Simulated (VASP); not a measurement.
# W in VASP: single point with PBEsol

Aim: the single point of W with PBEsol.

All numbers are computed with VASP 6.6.1; they aren't measurements. Logs are shortened: lines on timing, memory, paths and dates and some standing lists are left out, and cuts for length are marked.

## Step 1: The cell of the first run

The cell holds a slab with vacuum, 5 atoms: a = 4.461 Å, b = 2.732 Å, c = 21.151 Å, α = 90.00°, β = 90.00°, γ = 90.00°.

## Step 2: Single point, PBEsol

File INCAR:

```
ALGO = Normal
DIPOL = 0.5 0.5 0.500
EDIFF = 1E-6
ENCUT = 400
GGA = PS
GGA_COMPAT = False
IDIPOL = 3
ISIF = 2
ISMEAR = 1
LASPH = True
LCHARG = False
LDIPOL = True
LREAL = False
LWAVE = False
NBANDS = 43
NELM = 120
NELMDL = -8
PREC = Accurate
SIGMA = 0.1
```

File KPOINTS:

```
k-points
0
Gamma
  8 12 1
```

File POSCAR:

```
W
1.0
    4.4608020640      0.0000000000      0.0000000000
    0.0000000000      2.7316722250      0.0000000000
    0.0000000000      0.0000000000     21.1508905450
W
5
Direct
    0.0000000000      0.0000000000      0.3782346650
    0.5000000000      0.3333333333      0.4391173325
    0.0000000000      0.6666666667      0.5000000000
    0.5000000000      1.0000000000      0.5608826675
    0.0000000000      0.3333333333      0.6217653350
```

Potentials or basis: VASP PAW PBE potentials, release 64 (W_sv).

On the command line:

```bash
> cat potpaw_PBE.64/W_sv/POTCAR > POTCAR
> mpirun -np 1 vasp_std > vasp.out
```

OUTCAR:

```text
EDIFF = 1E-6
   ENCUT = 400
   GGA = PS
   ISIF = 2
   ISMEAR = 1
   LASPH = True
   LREAL = False
   NELM = 120
   NELMDL = -8
   PREC = Accurate

 ion  position               nearest neighbor table
   1  0.000  0.000  0.378-   2 2.73   2 2.73   3 2.73   2 3.15   2 3.15   3 3.15
   2  0.500  0.333  0.439-   1 2.73   1 2.73   3 2.73   3 2.73   4 2.73   3 3.15   3 3.15   1 3.15
                             1 3.15   4 3.15
   3  0.000  0.667  0.500-   4 2.73   4 2.73   2 2.73   2 2.73   1 2.73   5 2.73   2 3.15   2 3.15
                             4 3.15   4 3.15   5 3.15   1 3.15
   4  0.500  0.000  0.561-   5 2.73   5 2.73   3 2.73   3 2.73   2 2.73   5 3.15   5 3.15   3 3.15
                             3 3.15   2 3.15
   5  0.000  0.333  0.622-   4 2.73   4 2.73   3 2.73   4 3.15   4 3.15   3 3.15

  LATTYP: Found a simple orthorhombic cell.
 ALAT       =     2.7316722250
 B/A-ratio  =     1.6329931619
 C/A-ratio  =     7.7428361834

  Lattice vectors:

 A1 = (   0.0000000000,  -2.7316722250,   0.0000000000)
 A2 = (   4.4608020640,   0.0000000000,   0.0000000000)
 A3 = (   0.0000000000,   0.0000000000,  21.1508905450)

Analysis of symmetry for initial positions (statically):
=====================================================================
 Subroutine PRICEL returns:
 Original cell was already a primitive cell.

 Routine SETGRP: Setting up the symmetry group for a
 simple orthorhombic supercell.

 Subroutine GETGRP returns: Found  4 space group operations
 (whereof  2 operations were pure point group operations)
 out of a pool of  8 trial point group operations.

The static configuration has the point symmetry C_1h.
 The point group associated with its full space group is C_2h.

Analysis of symmetry for dynamics (positions and initial velocities):
=====================================================================
 Subroutine PRICEL returns:
 Original cell was already a primitive cell.

 Routine SETGRP: Setting up the symmetry group for a
 simple orthorhombic supercell.

 Subroutine GETGRP returns: Found  4 space group operations
 (whereof  2 operations were pure point group operations)
 out of a pool of  8 trial point group operations.

The dynamic configuration has the point symmetry C_1h.
 The point group associated with its full space group is C_2h.

 Subroutine INISYM returns: Found  4 space group operations
 (whereof  2 operations are pure point group operations),
 and found     1 'primitive' translations

----------------------------------------------------------------------------------------

                                     Primitive cell

  volume of cell :     257.7331

  direct lattice vectors                    reciprocal lattice vectors
     4.460802064  0.000000000  0.000000000     0.224174932  0.000000000  0.000000000
     0.000000000  2.731672225  0.000000000     0.000000000  0.366076131  0.000000000
     0.000000000  0.000000000 21.150890545     0.000000000  0.000000000  0.047279333

  length of vectors
     4.460802064  2.731672225 21.150890545     0.224174932  0.366076131  0.047279333

  position of ions in fractional coordinates (direct lattice)
     0.000000000  0.000000000  0.378234665
     0.500000000  0.333333333  0.439117332
     0.000000000  0.666666667  0.500000000
     0.500000000  0.000000000  0.560882668
     0.000000000  0.333333333  0.621765335

  ion indices of the primitive-cell ions
   primitive index   ion index
                 1           1
                 2           2
                 3           3
                 4           4
                 5           5

----------------------------------------------------------------------------------------

 KPOINTS: k-points

Automatic generation of k-mesh.
 Grid dimensions read from file:
 generate k-points for:    8   12    1

 Generating k-lattice:

  Cartesian coordinates                     Fractional coordinates (reciprocal lattice)
     0.028021867  0.000000000  0.000000000     0.125000000  0.000000000  0.000000000
     0.000000000  0.030506344  0.000000000     0.000000000  0.083333333  0.000000000
     0.000000000  0.000000000  0.047279333     0.000000000  0.000000000  1.000000000

  Length of vectors
     0.028021867  0.030506344  0.047279333

  Shift w.r.t. Gamma in fractional coordinates (k-lattice)
     0.000000000  0.000000000  0.000000000

 Subroutine IBZKPT returns following result:
 ===========================================

 Found     35 irreducible k-points:

 Following reciprocal coordinates:
            Coordinates               Weight
  0.000000  0.000000  0.000000      1.000000
  0.125000  0.000000  0.000000      2.000000
  0.250000  0.000000  0.000000      2.000000
  0.375000  0.000000  0.000000      2.000000
  0.500000  0.000000  0.000000      1.000000
  0.000000  0.083333  0.000000      2.000000
[... 16 lines left out ...]
  0.250000  0.333333  0.000000      4.000000
  0.375000  0.333333  0.000000      4.000000
 [... further k-points ...]
   k-points           NKPTS =     35   k-points in BZ     NKDIM =     35   number of bands    NBANDS=     43
   number of dos      NEDOS =    301   number of ions     NIONS =      5
   total plane-waves  NPLWV =  75600
   dimension x,y,z NGX =    30 NGY =   18 NGZ =  140
   dimension x,y,z NGXF=    60 NGYF=   36 NGZF=  280
   ions per type =               5
   NGX,Y,Z   is equivalent  to a cutoff of  11.18, 10.95, 11.00 a.u.
   NGXF,Y,Z  is equivalent  to a cutoff of  22.36, 21.91, 22.01 a.u.
 SYSTEM =  unknown system
   PREC   = accura    normal or accurate (medium, high low for compatibility)
   ISTART =      0    job   : 0-new  1-cont  2-samecut
   ICHARG =      2    charge: 1-file 2-atom 10-const
   ISPIN  =      1    spin polarized calculation?
   LNONCOLLINEAR =      F non collinear calculations
   LSORBIT =      F    spin-orbit coupling
   LASPH  =      T    aspherical Exc in radial PAW
   ENCUT  =  400.0 eV  29.40 Ry    5.42 a.u.   7.27  4.45 34.49*2*pi/ulx,y,z
   NELM   =    120;   NELMIN=  2; NELMDL= -8     # of ELM steps
   EDIFF  = 0.1E-05   stopping-criterion for ELM
   LREAL  =      F    real-space projection
   EDIFFG = 0.1E-04   stopping-criterion for IOM
   NSW    =      0    number of steps for IOM
   IBRION =     -1    ionic relax: 0-MD 1-quasi-New 2-CG
   NFREE  =      0    steps in history (QN), initial steepest desc. (CG)
   ISIF   =      2    stress and relaxation
   ISYM   =      2    0-nonsym 1-usesym 2-fastsym
   POTIM  = 0.5000    time-step for ionic-motion
   TEBEG  =    0.0;   TEEND  =   0.0 temperature during run
   PSTRESS=    0.0 pullay stress
   NELECT =      70.0000    total number of electrons
   NUPDOWN=      -1.0000    fix difference up-down
   EMIN   =  10.00;   EMAX   =-10.00  energy-range for DOS
   EFERMI =   0.00;   METHOD = LEGACY
   ISMEAR =     1;   SIGMA  =   0.10  broadening in eV -4-tet -1-fermi 0-gaus
   EFERMI_NEDOS =   21; number of points for ismear=-14 and -15
   IALGO  =     38    algorithm
   IMIX   =      4    mixing-type and parameters
     AMIX     =   0.40;   BMIX     =  1.00
     AMIX_MAG =   1.60;   BMIX_MAG =  1.00
  volume/ion in A,a.u.               =      51.55       347.85
  Fermi-wavevector in a.u.,A,eV,Ry     =   1.060191  2.003470 15.293016  1.124005
  Thomas-Fermi vector in A             =   2.195563
   LORBIT       =      0    0 simple, 1 ext, 2 COOP (PROOUT), +10 PAW based schemes
   GGA     = PS    functional components
   LHFCALC =     F    Hartree Fock is set to
   AEXX    =    0.0000 exact exchange contribution
   IVDW    =     0    specifies the selected vdW correction
   LEPSILON=     F    determine dielectric tensor
   LRPA    =     F    only Hartree local field effects (RPA)
 non-spin polarized calculation
 Methfessel and Paxton  Order N= 1 SIGMA  =   0.10
  energy-cutoff  :      400.00
  volume of cell :      257.73
 maximum number of plane-waves:      4759
 NGX is ok and might be reduce to    30
   NGX = 15   NGY =  9   NGZ = 69

 dipolmoment           0.000000      0.000000      0.000000 electrons x Angstroem

 number of electron      69.9999986 magnetization

 dipolmoment           0.000000      0.000000     -0.000000 electrons x Angstroem

 Free energy of the ion-electron system (eV)
  ---------------------------------------------------
  ext. energy  EPLUGINS =         0.00000000
  ---------------------------------------------------
  free energy    TOTEN  =       -62.71043829 eV

  energy without entropy =      -62.70826045  energy(sigma->0) =      -62.70971235

 E-fermi :   0.4344     XC(G=0):  -5.3643

 val. band max:        0.4296422021   @ k =   0.0000   0.4167   0.0000
 cond. band min:       0.4651773029   @ k =   0.3750   0.4167   0.0000
 fundamental gap:      0.0355351009
 Fermi energy:         0.4344159433

 k-point     1 :       0.0000    0.0000    0.0000
  band No.  band energies     occupation
      1     -73.7612      2.00000
      2     -73.5199      2.00000
      3     -73.5194      2.00000
      4     -73.4578      2.00000
      5     -73.4349      2.00000
      6     -38.4380      2.00000
[... 35 lines left out ...]
     42       2.9243      0.00000
     43       3.0503      0.00000

 k-point     2 :       0.1250    0.0000    0.0000
  band No.  band energies     occupation
      1     -73.7597      2.00000
      2     -73.5179      2.00000
      3     -73.5178      2.00000
      4     -73.4608      2.00000
      5     -73.4370      2.00000
      6     -38.4149      2.00000
[... 35 lines left out ...]
     42       2.8020      0.00000
     43       2.9450      0.00000

 k-point     3 :       0.2500    0.0000    0.0000
  band No.  band energies     occupation
      1     -73.7561      2.00000
      2     -73.5134      2.00000
      3     -73.5122      2.00000
      4     -73.4690      2.00000
      5     -73.4426      2.00000
      6     -38.3710      2.00000
[... 919 lines left out ...]
      6     -38.3248      2.00000
[... 35 lines left out ...]
     42       2.6473      0.00000
     43       3.0928      0.00000

 k-point    24 :       0.3750    0.3333    0.0000
  band No.  band energies     occupation
      1     -73.7050      2.00000
      2     -73.4613      2.00000
      3     -73.4587      2.00000
      4     -73.4339      2.00000
      5     -73.4072      2.00000
      6     -38.3502      2.00000
[... 35 lines left out ...]
     42       2.7133      0.00000
     43       3.0345      0.00000

 [... further k-points ...]

------------------------ aborting loop because EDIFF is reached ----------------------------------------

 vacuum level on the upper side and lower side of the slab       (xc-potential included)        -0.123        -0.123

  FORCE on cell =-STRESS in cart. coord.  units (eV):
  Direction    XX          YY          ZZ          XY          YZ          ZX
  --------------------------------------------------------------------------------------
  -------------------------------------------------------------------------------------
  Total       -9.3152359     -9.7132758     -7.7998090      0.0000000      1.5193045      0.0000000
  in kB      -57.9074237    -60.3818070    -48.4868928      0.0000000      9.4446357      0.0000000
  external PRESSURE =     -55.5920412 kB  Pullay stress =       0.0000000 kB

 VOLUME and BASIS-vectors are now :
 -----------------------------------------------------------------------------
  energy-cutoff  :      400.00
  volume of cell :      257.73
      direct lattice vectors                 reciprocal lattice vectors
     4.460802064  0.000000000  0.000000000     0.224174932  0.000000000  0.000000000
     0.000000000  2.731672225  0.000000000     0.000000000  0.366076131  0.000000000
     0.000000000  0.000000000 21.150890545     0.000000000  0.000000000  0.047279333

 POSITION                                       TOTAL-FORCE (eV/Angst)
 -----------------------------------------------------------------------------------
      0.00000      0.00000      8.00000         0.000000     -0.277899      1.887871
      2.23040      0.91056      9.28772         0.000000     -0.033969     -0.771313
      0.00000      1.82111     10.57545         0.000000      0.000000      0.000000
      2.23040      0.00000     11.86317         0.000000      0.033969      0.771313
      0.00000      0.91056     13.15089         0.000000      0.277899     -1.887871
 -----------------------------------------------------------------------------------
    total drift:                                0.000000     -0.000000     -0.000000

  FREE ENERGIE OF THE ION-ELECTRON SYSTEM (eV)
  ---------------------------------------------------
  free  energy   TOTEN  =       -62.7104382948 eV

  energy  without entropy=      -62.7082604502  energy(sigma->0) =      -62.70971235

 vacuum level on the upper side and lower side of the slab         4.807         4.807
```

Run time: 11 min. Hardware: 1 thread of Oxide Virtual Turin-like, shared host; peak memory 0.33 GiB.

Results:

```
Free energy            : -62.7104 eV
Largest force          : 1.908 eV/Å
Band gap on the k mesh : zero (bands 35 and 36 overlap by 1.28 eV)
```

Forces in eV/Å, atoms in the order of the input:
```
W    0.000 -0.278  1.888
W    0.000 -0.034 -0.771
W    0.000  0.000  0.000
W    0.000  0.034  0.771
W    0.000  0.278 -1.888
```

Levels at points of the mesh, in eV from the Fermi level:
| k point | band 33 | band 34 | band 35 | band 36 | band 37 | band 38 |
| --- | --- | --- | --- | --- | --- | --- |
| (0.00, 0.00, 0.00) | -1.22 | -1.17 | -0.54 | -0.09 | 0.73 | 1.20 |
| (0.50, 0.00, 0.00) | -1.22 | -0.99 | 0.23 | 0.64 | 1.17 | 1.65 |
| (0.00, 0.50, 0.00) | -0.57 | 0.04 | 0.77 | 1.47 | 1.78 | 1.90 |
| (0.50, 0.50, 0.00) | -0.58 | 0.32 | 0.40 | 0.55 | 0.69 | 1.34 |

Caveat: the PAW data sets were made with another functional, which shifts forces and pressure a little; spin-orbit coupling is left out, which moves the levels of the heavy elements.

The gap in the log of VASP goes by the Fermi energy; the results here count the filled bands.